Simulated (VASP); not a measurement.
# HgPd (P4/mmm) in VASP: single point with LDA

Aim: the single point of HgPd with LDA.

All numbers are computed with VASP 6.6.1; they aren't measurements. Logs are shortened: lines on timing, memory, paths and dates and some standing lists are left out, and cuts for length are marked.

### 1 The cell of the first run

The structure is tetragonal, space group P4/mmm (No. 123). The conventional cell has a = 3.026 Å, b = 3.026 Å, c = 3.702 Å, α = 90.00°, β = 90.00°, γ = 90.00°. Hg (site symmetry 4/mmm) has 8 Pd at 2.83 Å and 6 Hg at 3.03 to 3.70 Å within 3.8 Å. Within 3.8 Å of Pd (site symmetry 4/mmm) lie 8 Hg at 2.83 Å and 6 Pd at 3.03 to 3.70 Å.

### 2 Single point, LDA

The input, INCAR:

```
PREC = Accurate
ENCUT = 500
EDIFF = 1E-6
ISMEAR = 0
SIGMA = 0.1
LREAL = F
LASPH = T
NELM = 120
ALGO = Normal
ISIF = 2
LWAVE = F
LCHARG = F
NBANDS = 18
GGA_COMPAT = F
```

The input, KPOINTS:

```
Automatic mesh
0
Gamma
  6 6 6
```

The input, POSCAR:

```
HgPd
1.0
    3.0260000000      0.0000000000      0.0000000000
    0.0000000000      3.0260000000      0.0000000000
    0.0000000000      0.0000000000      3.7020000000
Hg Pd
1 1
Direct
    0.0000000000      0.0000000000      0.0000000000
    0.5000000000      0.5000000000      0.5000000000
```

Potentials or basis: VASP PAW LDA potentials, release 64 (Hg, Pd).

Started as:

```sh
$ cat potpaw_LDA.64/Hg/POTCAR potpaw_LDA.64/Pd/POTCAR > POTCAR
$ mpirun -np 1 vasp_std > vasp.out
```

OUTCAR:

```text
PREC = Accurate
   ENCUT = 500
   EDIFF = 1E-6
   ISMEAR = 0
   LREAL = F
   LASPH = T
   NELM = 120
   ISIF = 2

 ion  position               nearest neighbor table
   1  0.000  0.000  0.000-   2 2.83   2 2.83   2 2.83   2 2.83   2 2.83   2 2.83   2 2.83   2 2.83

   2  0.500  0.500  0.500-   1 2.83   1 2.83   1 2.83   1 2.83   1 2.83   1 2.83   1 2.83   1 2.83

  LATTYP: Found a simple tetragonal cell.
 ALAT       =     3.0260000000
 C/A-ratio  =     1.2233972241

  Lattice vectors:

 A1 = (   3.0260000000,   0.0000000000,   0.0000000000)
 A2 = (   0.0000000000,   3.0260000000,   0.0000000000)
 A3 = (   0.0000000000,   0.0000000000,   3.7020000000)

Analysis of symmetry for initial positions (statically):
=====================================================================
 Subroutine PRICEL returns:
 Original cell was already a primitive cell.

 Routine SETGRP: Setting up the symmetry group for a
 simple tetragonal supercell.

 Subroutine GETGRP returns: Found 16 space group operations
 (whereof 16 operations were pure point group operations)
 out of a pool of 16 trial point group operations.

The static configuration has the point symmetry D_4h.

Analysis of symmetry for dynamics (positions and initial velocities):
=====================================================================
 Subroutine PRICEL returns:
 Original cell was already a primitive cell.

 Routine SETGRP: Setting up the symmetry group for a
 simple tetragonal supercell.

 Subroutine GETGRP returns: Found 16 space group operations
 (whereof 16 operations were pure point group operations)
 out of a pool of 16 trial point group operations.

The dynamic configuration has the point symmetry D_4h.

 Subroutine INISYM returns: Found 16 space group operations
 (whereof 16 operations are pure point group operations),
 and found     1 'primitive' translations

----------------------------------------------------------------------------------------

                                     Primitive cell

  volume of cell :      33.8980

  direct lattice vectors                    reciprocal lattice vectors
     3.026000000  0.000000000  0.000000000     0.330469266  0.000000000  0.000000000
     0.000000000  3.026000000  0.000000000     0.000000000  0.330469266  0.000000000
     0.000000000  0.000000000  3.702000000     0.000000000  0.000000000  0.270124257

  length of vectors
     3.026000000  3.026000000  3.702000000     0.330469266  0.330469266  0.270124257

  position of ions in fractional coordinates (direct lattice)
     0.000000000  0.000000000  0.000000000
     0.500000000  0.500000000  0.500000000

  ion indices of the primitive-cell ions
   primitive index   ion index
                 1           1
                 2           2

----------------------------------------------------------------------------------------

 KPOINTS: Automatic mesh

Automatic generation of k-mesh.
 Grid dimensions read from file:
 generate k-points for:    6    6    6

 Generating k-lattice:

  Cartesian coordinates                     Fractional coordinates (reciprocal lattice)
     0.055078211  0.000000000  0.000000000     0.166666667  0.000000000  0.000000000
     0.000000000  0.055078211  0.000000000     0.000000000  0.166666667  0.000000000
     0.000000000  0.000000000  0.045020710     0.000000000  0.000000000  0.166666667

  Length of vectors
     0.055078211  0.055078211  0.045020710

  Shift w.r.t. Gamma in fractional coordinates (k-lattice)
     0.000000000  0.000000000  0.000000000

 Subroutine IBZKPT returns following result:
 ===========================================

 Found     40 irreducible k-points:

 Following reciprocal coordinates:
            Coordinates               Weight
  0.000000  0.000000  0.000000      1.000000
  0.166667  0.000000  0.000000      4.000000
  0.333333  0.000000  0.000000      4.000000
  0.500000  0.000000  0.000000      2.000000
  0.166667  0.166667  0.000000      4.000000
  0.333333  0.166667  0.000000      8.000000
[... 16 lines left out ...]
  0.333333  0.000000  0.333333      8.000000
  0.500000  0.000000  0.333333      4.000000
 [... further k-points ...]
   k-points           NKPTS =     40   k-points in BZ     NKDIM =     40   number of bands    NBANDS=     18
   number of dos      NEDOS =    301   number of ions     NIONS =      2
   total plane-waves  NPLWV =  16128
   dimension x,y,z NGX =    24 NGY =   24 NGZ =   28
   dimension x,y,z NGXF=    48 NGYF=   48 NGZF=   56
   ions per type =               1   1
   NGX,Y,Z   is equivalent  to a cutoff of  13.19, 13.19, 12.57 a.u.
   NGXF,Y,Z  is equivalent  to a cutoff of  26.37, 26.37, 25.15 a.u.
 SYSTEM =  unknown system
   PREC   = accura    normal or accurate (medium, high low for compatibility)
   ISTART =      0    job   : 0-new  1-cont  2-samecut
   ICHARG =      2    charge: 1-file 2-atom 10-const
   ISPIN  =      1    spin polarized calculation?
   LNONCOLLINEAR =      F non collinear calculations
   LSORBIT =      F    spin-orbit coupling
   LASPH  =      T    aspherical Exc in radial PAW
   ENCUT  =  500.0 eV  36.75 Ry    6.06 a.u.   5.52  5.52  6.75*2*pi/ulx,y,z
   NELM   =    120;   NELMIN=  2; NELMDL= -5     # of ELM steps
   EDIFF  = 0.1E-05   stopping-criterion for ELM
   LREAL  =      F    real-space projection
   EDIFFG = 0.1E-04   stopping-criterion for IOM
   NSW    =      0    number of steps for IOM
   IBRION =     -1    ionic relax: 0-MD 1-quasi-New 2-CG
   NFREE  =      0    steps in history (QN), initial steepest desc. (CG)
   ISIF   =      2    stress and relaxation
   ISYM   =      2    0-nonsym 1-usesym 2-fastsym
   POTIM  = 0.5000    time-step for ionic-motion
   TEBEG  =    0.0;   TEEND  =   0.0 temperature during run
   PSTRESS=    0.0 pullay stress
   NELECT =      22.0000    total number of electrons
   NUPDOWN=      -1.0000    fix difference up-down
   EMIN   =  10.00;   EMAX   =-10.00  energy-range for DOS
   EFERMI =   0.00;   METHOD = LEGACY
   ISMEAR =     0;   SIGMA  =   0.10  broadening in eV -4-tet -1-fermi 0-gaus
   EFERMI_NEDOS =   21; number of points for ismear=-14 and -15
   IALGO  =     38    algorithm
   IMIX   =      4    mixing-type and parameters
     AMIX     =   0.40;   BMIX     =  1.00
     AMIX_MAG =   1.60;   BMIX_MAG =  1.00
  volume/ion in A,a.u.               =      16.95       114.38
  Fermi-wavevector in a.u.,A,eV,Ry     =   1.417395  2.678489 27.334231  2.009009
  Thomas-Fermi vector in A             =   2.538630
   LORBIT       =      0    0 simple, 1 ext, 2 COOP (PROOUT), +10 PAW based schemes
   GGA     = CA    functional components
   LHFCALC =     F    Hartree Fock is set to
   AEXX    =    0.0000 exact exchange contribution
   IVDW    =     0    specifies the selected vdW correction
   LEPSILON=     F    determine dielectric tensor
   LRPA    =     F    only Hartree local field effects (RPA)
 non-spin polarized calculation
 Gauss-broadening in eV      SIGMA  =   0.10
  energy-cutoff  :      500.00
  volume of cell :       33.90
 maximum number of plane-waves:       878
 NGX is ok and might be reduce to    24
   NGX = 11   NGY = 11   NGZ = 13

 number of electron      21.9999999 magnetization

 Free energy of the ion-electron system (eV)
  ---------------------------------------------------
  ext. energy  EPLUGINS =         0.00000000
  ---------------------------------------------------
  free energy    TOTEN  =        -7.92840567 eV

  energy without entropy =       -7.92298302  energy(sigma->0) =       -7.92569434

 E-fermi :   6.7556     XC(G=0): -12.8563

 val. band max:        6.7553206603   @ k =   0.3333   0.1667   0.5000
 cond. band min:       6.8357648489   @ k =   0.5000   0.3333   0.1667
 fundamental gap:      0.0804441886
 Fermi energy:         6.7555647272

 k-point     1 :       0.0000    0.0000    0.0000
  band No.  band energies     occupation
      1      -3.0137      2.00000
      2      -1.8110      2.00000
      3      -1.5122      2.00000
      4      -0.2166      2.00000
      5      -0.2166      2.00000
      6       0.2849      2.00000
[... 10 lines left out ...]
     17      22.4223      0.00000
     18      23.2087      0.00000

 k-point     2 :       0.1667    0.0000    0.0000
  band No.  band energies     occupation
      1      -2.4813      2.00000
      2      -1.5480      2.00000
      3      -1.2994      2.00000
      4      -0.3835      2.00000
      5      -0.1353      2.00000
      6       0.1293      2.00000
[... 10 lines left out ...]
     17      22.7509      0.00000
     18      23.1803      0.00000

 k-point     3 :       0.3333    0.0000    0.0000
  band No.  band energies     occupation
      1      -1.6807      2.00000
      2      -0.9409      2.00000
      3      -0.7026      2.00000
      4      -0.1676      2.00000
      5      -0.1297      2.00000
      6       0.0384      2.00000
[... 10 lines left out ...]
     17      20.9969      0.00000
     18      22.1550      0.00000

 k-point     4 :       0.5000    0.0000    0.0000
  band No.  band energies     occupation
      1      -1.4559      2.00000
      2      -0.8556      2.00000
      3      -0.6700      2.00000
      4      -0.3098      2.00000
      5       0.1315      2.00000
      6       1.7800      2.00000
[... 375 lines left out ...]
      4      -0.1684      2.00000
      5       0.0139      2.00000
      6       0.1364      2.00000
[... 10 lines left out ...]
     17      22.3725      0.00000
     18      22.7448      0.00000

 k-point    23 :       0.3333    0.0000    0.3333
  band No.  band energies     occupation
      1      -1.7184      2.00000
      2      -1.2807      2.00000
      3      -0.3562      2.00000
      4      -0.2037      2.00000
      5      -0.1537      2.00000
      6       0.8730      2.00000
[... 10 lines left out ...]
     17      21.7535      0.00000
     18      23.2071      0.00000

 k-point    24 :       0.5000    0.0000    0.3333
  band No.  band energies     occupation
      1      -1.6644      2.00000
      2      -1.5120      2.00000
      3      -0.5180      2.00000
      4      -0.2145      2.00000
      5      -0.0458      2.00000
      6       2.3410      2.00000
[... 10 lines left out ...]
     17      21.4617      0.00000
     18      23.3166      0.00000

 [... further k-points ...]

------------------------ aborting loop because EDIFF is reached ----------------------------------------

  FORCE on cell =-STRESS in cart. coord.  units (eV):
  Direction    XX          YY          ZZ          XY          YZ          ZX
  --------------------------------------------------------------------------------------
  -------------------------------------------------------------------------------------
  Total       -0.6472792     -0.6472792     -0.5037453      0.0000000      0.0000000      0.0000000
  in kB      -30.5934175    -30.5934175    -23.8093401      0.0000000      0.0000000      0.0000000
  external PRESSURE =     -28.3320584 kB  Pullay stress =       0.0000000 kB

 VOLUME and BASIS-vectors are now :
 -----------------------------------------------------------------------------
  energy-cutoff  :      500.00
  volume of cell :       33.90
      direct lattice vectors                 reciprocal lattice vectors
     3.026000000  0.000000000  0.000000000     0.330469266  0.000000000  0.000000000
     0.000000000  3.026000000  0.000000000     0.000000000  0.330469266  0.000000000
     0.000000000  0.000000000  3.702000000     0.000000000  0.000000000  0.270124257

 POSITION                                       TOTAL-FORCE (eV/Angst)
 -----------------------------------------------------------------------------------
      0.00000      0.00000      0.00000         0.000000      0.000000      0.000000
      1.51300      1.51300      1.85100         0.000000      0.000000      0.000000
 -----------------------------------------------------------------------------------
    total drift:                                0.000000      0.000000     -0.000000

  FREE ENERGIE OF THE ION-ELECTRON SYSTEM (eV)
  ---------------------------------------------------
  free  energy   TOTEN  =        -7.9284056731 eV

  energy  without entropy=       -7.9229830165  energy(sigma->0) =       -7.92569434
```

Run time: 15 s. Hardware: 1 thread of Intel Xeon Platinum 8175M at 2.50GHz (Skylake/Cascade Lake), shared host; peak memory 0.15 GiB.

Results:

```
Free energy            : -7.9284 eV
Pressure               : -2.8 GPa
Band gap on the k mesh : zero (bands 11 and 12 overlap by 3.59 eV)
```

Levels at points of the mesh, in eV from the Fermi level:
| k point | band 8 | band 9 | band 10 | band 11 | band 12 | band 13 | band 14 | band 15 |
| --- | --- | --- | --- | --- | --- | --- | --- | --- |
| (0.00, 0.00, 0.00) | -2.73 | -1.50 | -1.50 | -1.37 | 2.63 | 8.16 | 8.16 | 8.44 |
| (0.50, 0.00, 0.00) | -3.50 | -3.47 | -2.46 | -1.96 | 0.22 | 9.94 | 10.17 | 11.06 |
| (0.50, 0.50, 0.00) | -1.65 | -1.65 | -0.84 | -0.09 | -0.09 | 3.21 | 6.34 | 10.24 |
| (0.00, 0.00, 0.50) | -3.82 | -2.39 | -2.39 | -1.86 | -1.55 | 12.88 | 12.88 | 14.19 |
| (0.50, 0.00, 0.50) | -1.69 | -1.51 | -1.49 | -1.36 | -0.86 | 2.00 | 4.45 | 13.72 |
| (0.50, 0.50, 0.50) | -4.09 | -1.67 | -0.83 | 1.56 | 5.48 | 5.48 | 6.42 | 6.42 |

Caveat: spin-orbit coupling is left out, which moves the levels of the heavy elements.

The gap in the log of VASP goes by the Fermi energy; the results here count the filled bands.